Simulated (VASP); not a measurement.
# BaS (F-43m) in VASP: notebook

BaS is run at these levels: PBEsol; tasks: electric field gradients, vibrations by perturbation theory.

Everything below comes from runs of VASP 6.6.1. Logs are shortened: lines on timing, memory, paths and dates and some standing lists are left out, and cuts for length are marked.

**1. The cell of the first run**

It takes space group F-43m (No. 216, cubic). Conventional cell: a = 6.937 Å, b = 6.937 Å, c = 6.937 Å, α = 90.00°, β = 90.00°, γ = 90.00°. Ba (site symmetry -43m) has 4 S at 3.00 Å within 4.0 Å. S (site symmetry -43m) has 4 Ba at 3.00 Å within 4.0 Å.

**2. Electric field gradients, PBEsol**

Contents of INCAR:

```
SYSTEM = BaS
PREC = Accurate ; ENCUT = 520
EDIFF = 1E-8 ; ISMEAR = 0
SIGMA = 0.05 ; LREAL = .FALSE.
LASPH = .TRUE. ; NELM = 60
ALGO = Normal ; ISIF = 2
LWAVE = .FALSE. ; LCHARG = .FALSE.
GGA = PS ; LEFG = .TRUE.
NBANDS = 15
```

Contents of KPOINTS:

```
regular mesh
0
G
  8 8 8
  0 0 0
```

Contents of POSCAR:

```
BaS
1.0
    0.0000000000      3.4684755003      3.4684755003
    3.4684755003      0.0000000000      3.4684755003
    3.4684755003      3.4684755003      0.0000000000
Ba S
1 1
Direct
    0.0000000000      0.0000000000      0.0000000000
    0.2500000000      0.2500000000      0.2500000000
```

Potentials or basis: VASP PAW PBE potentials, release 64 (Ba_sv, S).

Launch:

```console
> cat potpaw_PBE.64/Ba_sv/POTCAR potpaw_PBE.64/S/POTCAR > POTCAR
> mpirun -np 1 vasp_std > vasp.out
```

OUTCAR:

```text
SYSTEM = BaS
   PREC = Accurate
   ENCUT = 520
   EDIFF = 1E-8
   ISMEAR = 0
   LREAL = .FALSE.
   LASPH = .TRUE.
   NELM = 60
   ISIF = 2
   GGA = PS

 ion  position               nearest neighbor table
   1  0.000  0.000  0.000-   2 3.00   2 3.00   2 3.00   2 3.00
   2  0.250  0.250  0.250-   1 3.00   1 3.00   1 3.00   1 3.00

  LATTYP: Found a face centered cubic cell.
 ALAT       =     6.9369510006

  Lattice vectors:

 A1 = (   0.0000000000,   3.4684755003,   3.4684755003)
 A2 = (   3.4684755003,   0.0000000000,   3.4684755003)
 A3 = (   3.4684755003,   3.4684755003,   0.0000000000)

Analysis of symmetry for initial positions (statically):
=====================================================================
 Subroutine PRICEL returns:
 Original cell was already a primitive cell.

 Routine SETGRP: Setting up the symmetry group for a
 face centered cubic supercell.

 Subroutine GETGRP returns: Found 24 space group operations
 (whereof 24 operations were pure point group operations)
 out of a pool of 48 trial point group operations.

The static configuration has the point symmetry T_d .

Analysis of symmetry for dynamics (positions and initial velocities):
=====================================================================
 Subroutine PRICEL returns:
 Original cell was already a primitive cell.

 Routine SETGRP: Setting up the symmetry group for a
 face centered cubic supercell.

 Subroutine GETGRP returns: Found 24 space group operations
 (whereof 24 operations were pure point group operations)
 out of a pool of 48 trial point group operations.

The dynamic configuration has the point symmetry T_d .

 Subroutine INISYM returns: Found 24 space group operations
 (whereof 24 operations are pure point group operations),
 and found     1 'primitive' translations

----------------------------------------------------------------------------------------

                                     Primitive cell

  volume of cell :      83.4538

  direct lattice vectors                    reciprocal lattice vectors
     0.000000000  3.468475500  3.468475500    -0.144155552  0.144155552  0.144155552
     3.468475500  0.000000000  3.468475500     0.144155552 -0.144155552  0.144155552
     3.468475500  3.468475500  0.000000000     0.144155552  0.144155552 -0.144155552

  length of vectors
[... 134 lines left out ...]
 fundamental gap:      2.6856289872
 Fermi energy:         0.1144524334

 k-point     1 :       0.0000    0.0000    0.0000
  band No.  band energies     occupation
      1     -26.0459      2.00000
      2     -11.2263      2.00000
      3     -11.2263      2.00000
      4     -11.2263      2.00000
      5     -10.0553      2.00000
      6      -0.8653      2.00000
      7      -0.8653      2.00000
      8      -0.8653      2.00000
      9       2.5902      0.00000
     10       4.9573      0.00000
     11       4.9573      0.00000
     12       6.9875      0.00000
     13       6.9875      0.00000
     14       6.9875      0.00000
[... 401 lines left out ...]
      2     -12.0134      2.00000
      3     -11.3698      2.00000
      4     -11.3006      2.00000
      5      -9.1506      2.00000
      6      -0.7594      2.00000
      7      -0.6235      2.00000
      8      -0.3555      2.00000
      9       3.6504      0.00000
     10       4.4813      0.00000
     11       5.2851      0.00000
     12       6.4301      0.00000
     13       6.8218      0.00000
     14       7.3734      0.00000
     15       8.9373      0.00000

 [... further k-points ...]

------------------------ aborting loop because EDIFF is reached ----------------------------------------

  FORCE on cell =-STRESS in cart. coord.  units (eV):
  Direction    XX          YY          ZZ          XY          YZ          ZX
  --------------------------------------------------------------------------------------
  -------------------------------------------------------------------------------------
  Total        0.2684511      0.2684511      0.2684511     -0.0000000     -0.0000000     -0.0000000
  in kB        5.1538270      5.1538270      5.1538270     -0.0000000     -0.0000000     -0.0000000
  external PRESSURE =       5.1538270 kB  Pullay stress =       0.0000000 kB

 VOLUME and BASIS-vectors are now :
 -----------------------------------------------------------------------------
  energy-cutoff  :      520.00
  volume of cell :       83.45
      direct lattice vectors                 reciprocal lattice vectors
     0.000000000  3.468475500  3.468475500    -0.144155552  0.144155552  0.144155552
     3.468475500  0.000000000  3.468475500     0.144155552 -0.144155552  0.144155552
     3.468475500  3.468475500  0.000000000     0.144155552  0.144155552 -0.144155552

 POSITION                                       TOTAL-FORCE (eV/Angst)
 -----------------------------------------------------------------------------------
      0.00000      0.00000      0.00000         0.000000      0.000000      0.000000
      1.73424      1.73424      1.73424        -0.000000     -0.000000     -0.000000
 -----------------------------------------------------------------------------------
    total drift:                               -0.000000     -0.000000     -0.000000

  FREE ENERGIE OF THE ION-ELECTRON SYSTEM (eV)
  ---------------------------------------------------
  free  energy   TOTEN  =       -10.1569260463 eV

  energy  without entropy=      -10.1569260463  energy(sigma->0) =      -10.15692605

 Electric field gradients (V/A^2)
---------------------------------------------------------------------
 ion       V_xx      V_yy      V_zz      V_xy      V_xz      V_yz
---------------------------------------------------------------------
   1       0.000     0.000     0.000     0.000     0.000     0.000
   2       0.000     0.000     0.000    -0.000    -0.000    -0.000
---------------------------------------------------------------------

 Electric field gradients after diagonalization (V/A^2)
 (convention: |V_zz| > |V_xx| > |V_yy|)
----------------------------------------------------------------------
 ion       V_xx      V_yy      V_zz     asymmetry (V_yy - V_xx)/ V_zz
----------------------------------------------------------------------
   1      -0.000    -0.000     0.000       0.000
   2       0.000     0.000    -0.000       0.000
----------------------------------------------------------------------

           NMR quadrupolar parameters

 Cq : quadrupolar parameter    Cq=e*Q*V_zz/h
 eta: asymmetry parameters     (V_yy - V_xx)/ V_zz
 Q  : nuclear electric quadrupole moment in mb (millibarn)
----------------------------------------------------------------------
 ion       Cq(MHz)       eta       Q (mb)
----------------------------------------------------------------------
   1       0.000       0.000       1.000
   2      -0.000       0.000       1.000
----------------------------------------------------------------------
```

It took 15 s on 1 thread of Intel Xeon 6975P-C (Granite Rapids), shared host; peak memory 0.21 GiB.

Results:

| Item | Value |
| --- | --- |
| Free energy | -10.1569 eV |
| Pressure | 0.5 GPa |
| Band gap on the k mesh | 2.69 eV (least direct gap 3.32 eV) |
| Largest electric field gradient by atom | under 0.05 V/Å² on every atom |

Caveat: the PAW data sets were made with another functional, which shifts forces and pressure a little; spin-orbit coupling is left out, which moves the levels of the heavy elements.

**3. Vibrations by perturbation theory, PBEsol**

Contents of INCAR:

```
SYSTEM = BaS
PREC = Accurate
ENCUT = 520
EDIFF = 1E-8
ISMEAR = 0
SIGMA = 0.05
LREAL = .FALSE.
LASPH = .TRUE.
NELM = 60
ALGO = Normal
ISIF = 2
LWAVE = .FALSE.
LCHARG = .FALSE.
GGA = PS
NBANDS = 15
IBRION = 8
NSW = 1
```

Contents of KPOINTS:

```
regular mesh
0
G
  6 6 6
  0 0 0
```

POSCAR is that of step 2.

Potentials or basis: VASP PAW PBE potentials, release 64 (Ba_sv, S).

Launch:

```console
> cat potpaw_PBE.64/Ba_sv/POTCAR potpaw_PBE.64/S/POTCAR > POTCAR
> mpirun -np 1 vasp_std > vasp.out
```

OUTCAR:

```text
SYSTEM = BaS
   PREC = Accurate
   ENCUT = 520
   EDIFF = 1E-8
   ISMEAR = 0
   LREAL = .FALSE.
   LASPH = .TRUE.
   NELM = 60
   ISIF = 2
   GGA = PS
   IBRION = 8
   NSW = 1

 ion  position               nearest neighbor table
   1  0.000  0.000  0.000-   2 3.00   2 3.00   2 3.00   2 3.00
   2  0.250  0.250  0.250-   1 3.00   1 3.00   1 3.00   1 3.00

  LATTYP: Found a face centered cubic cell.
 ALAT       =     6.9369510006

  Lattice vectors:

 A1 = (   0.0000000000,   3.4684755003,   3.4684755003)
 A2 = (   3.4684755003,   0.0000000000,   3.4684755003)
 A3 = (   3.4684755003,   3.4684755003,   0.0000000000)

Analysis of symmetry for initial positions (statically):
=====================================================================
 Subroutine PRICEL returns:
 Original cell was already a primitive cell.

 Routine SETGRP: Setting up the symmetry group for a
 face centered cubic supercell.

 Subroutine GETGRP returns: Found 24 space group operations
 (whereof 24 operations were pure point group operations)
 out of a pool of 48 trial point group operations.

The static configuration has the point symmetry T_d .

Analysis of symmetry for dynamics (positions and initial velocities):
=====================================================================
 Subroutine PRICEL returns:
 Original cell was already a primitive cell.

 Routine SETGRP: Setting up the symmetry group for a
 face centered cubic supercell.

 Subroutine GETGRP returns: Found 24 space group operations
 (whereof 24 operations were pure point group operations)
 out of a pool of 48 trial point group operations.

The dynamic configuration has the point symmetry T_d .

 Subroutine INISYM returns: Found 24 space group operations
 (whereof 24 operations are pure point group operations),
 and found     1 'primitive' translations

----------------------------------------------------------------------------------------

                                     Primitive cell

  volume of cell :      83.4538

  direct lattice vectors                    reciprocal lattice vectors
     0.000000000  3.468475500  3.468475500    -0.144155552  0.144155552  0.144155552
     3.468475500  0.000000000  3.468475500     0.144155552 -0.144155552  0.144155552
     3.468475500  3.468475500  0.000000000     0.144155552  0.144155552 -0.144155552

  length of vectors
     4.905165093  4.905165093  4.905165093     0.249684740  0.249684740  0.249684740

  position of ions in fractional coordinates (direct lattice)
     0.000000000  0.000000000  0.000000000
     0.250000000  0.250000000  0.250000000

  ion indices of the primitive-cell ions
   primitive index   ion index
                 1           1
[... 129 lines left out ...]
      7      -0.8653      2.00000
      8      -0.8653      2.00000
      9       2.5902      0.00000
     10       4.9573      0.00000
     11       4.9573      0.00000
     12       6.9875      0.00000
     13       6.9875      0.00000
     14       6.9875      0.00000
[... 259 lines left out ...]
      4     -11.3469      2.00000
      5      -9.0468      2.00000
      6      -1.0168      2.00000
      7      -0.4126      2.00000
      8      -0.0970      2.00000
      9       3.2358      0.00000
     10       4.2163      0.00000
     11       5.8984      0.00000
     12       6.3503      0.00000
     13       7.3059      0.00000
     14       8.5899      0.00000
     15       8.7936      0.00000

------------------------ aborting loop because EDIFF is reached ----------------------------------------

  FORCE on cell =-STRESS in cart. coord.  units (eV):
  Direction    XX          YY          ZZ          XY          YZ          ZX
  --------------------------------------------------------------------------------------
  -------------------------------------------------------------------------------------
  Total        0.2685500      0.2685500      0.2685500      0.0000000      0.0000000     -0.0000000
  in kB        5.1557269      5.1557269      5.1557269      0.0000000      0.0000000     -0.0000000
  external PRESSURE =       5.1557269 kB  Pullay stress =       0.0000000 kB

 VOLUME and BASIS-vectors are now :
 -----------------------------------------------------------------------------
  energy-cutoff  :      520.00
  volume of cell :       83.45
      direct lattice vectors                 reciprocal lattice vectors
     0.000000000  3.468475500  3.468475500    -0.144155552  0.144155552  0.144155552
     3.468475500  0.000000000  3.468475500     0.144155552 -0.144155552  0.144155552
     3.468475500  3.468475500  0.000000000     0.144155552  0.144155552 -0.144155552

 POSITION                                       TOTAL-FORCE (eV/Angst)
 -----------------------------------------------------------------------------------
      0.00000      0.00000      0.00000        -0.000000     -0.000000     -0.000000
      1.73424      1.73424      1.73424         0.000000      0.000000      0.000000
 -----------------------------------------------------------------------------------
    total drift:                               -0.000000     -0.000000     -0.000000

  FREE ENERGIE OF THE ION-ELECTRON SYSTEM (eV)
  ---------------------------------------------------
  free  energy   TOTEN  =       -10.1569329591 eV

  energy  without entropy=      -10.1569329591  energy(sigma->0) =      -10.15693296

[... ionic steps 2 to 3 ...]

--------------------------------------- Ionic step        4  -------------------------------------------

------------------------ aborting loop because EDIFF is reached ----------------------------------------

[... ionic steps 5 to 6 ...]

--------------------------------------- Ionic step        7  -------------------------------------------

 Free energy of the ion-electron system (eV)
  ---------------------------------------------------
  ---------------------------------------------------
  free energy    TOTEN  =        -0.11332318 eV

  energy without entropy =       -0.11332318

------------------------ aborting loop because EDIFF is reached ----------------------------------------

 INTERNAL STRAIN TENSOR  FOR ION    2  DIRECTION 1   (eV/Angst):
 -----------------------------------------------------------------------------
    -0.00156  0.00000  0.00000
     0.00000 -0.00204 -5.76688
     0.00000 -5.76688 -0.00204

 INTERNAL STRAIN TENSOR FOR ION    2 for displacements in x,y,z  (eV/Angst):
          X           Y           Z          XY          YZ          ZX
  --------------------------------------------------------------------------------
  x     0.00000    -0.00000    -0.00000     0.00000    -5.76688     0.00000
  y     0.00000     0.00000     0.00000     0.00000     0.00000    -5.76688
  z    -0.00000    -0.00000     0.00000    -5.76688     0.00000     0.00000

 SECOND DERIVATIVES (NOT SYMMETRIZED)
 ------------------------------------
               1X          1Y          1Z          2X          2Y          2Z
  1X    -3.884924    0.000000    0.000000    3.884924    0.000000    0.000000
  1Y     0.000000   -3.884924    0.000000    0.000000    3.884924    0.000000
  1Z     0.000000    0.000000   -3.884924    0.000000    0.000000    3.884924
  2X     3.872357    0.000000    0.000000   -3.872357    0.000000    0.000000
  2Y     0.000000    3.872357    0.000000    0.000000   -3.872357    0.000000
  2Z     0.000000    0.000000    3.872357    0.000000    0.000000   -3.872357

 Eigenvectors and eigenvalues of the dynamical matrix
 ----------------------------------------------------

   1 f  =    6.035583 THz    37.922688 2PiTHz  201.325386 cm-1    24.961155 meV
             X         Y         Z           dx          dy          dz
      0.000000  0.000000  0.000000     0.000215   -0.371063    0.228275
      1.734238  1.734238  1.734238    -0.000445    0.766655   -0.471638
[... 21 lines left out ...]
   6 f/i=    0.003834 THz     0.024090 2PiTHz    0.127891 cm-1     0.015856 meV
             X         Y         Z           dx          dy          dz
      0.000000  0.000000  0.000000     0.005966   -0.059442   -0.898128
      1.734238  1.734238  1.734238     0.002888   -0.028770   -0.434697

--------------------------------------------------------------------------------------------------------

 ELASTIC MODULI CONTR FROM IONIC RELAXATION (kBar)
 Direction    XX          YY          ZZ          XY          YZ          ZX
 --------------------------------------------------------------------------------
 XX          -0.0000     -0.0000     -0.0000     -0.0000     -0.0000      0.0000
 YY          -0.0000     -0.0000     -0.0000     -0.0000     -0.0000     -0.0000
 ZZ          -0.0000     -0.0000     -0.0000     -0.0000     -0.0000      0.0000
 XY          -0.0000     -0.0000     -0.0000   -164.4658      0.0000      0.0000
 YZ          -0.0000     -0.0000     -0.0000      0.0000   -164.4658      0.0000
 ZX           0.0000     -0.0000      0.0000      0.0000      0.0000   -164.4658
 --------------------------------------------------------------------------------
```

Wall time 84 s (1 thread of Intel Xeon 6975P-C (Granite Rapids), shared host); peak memory 0.34 GiB.

What came out:

| Quantity | Value |
| --- | --- |
| Highest phonon frequency at Γ, LO-TO splitting left out | 201 cm⁻¹ |

Phonon frequencies in cm⁻¹ (negative: imaginary):
```
              q point        frequencies
(0.000, 0.000, 0.000)  0 0 0 201 201 201
```

Caveat: the PAW data sets were made with another functional, which shifts forces and pressure a little; spin-orbit coupling is left out, which moves the levels of the heavy elements.

[end of part 1 of 2]
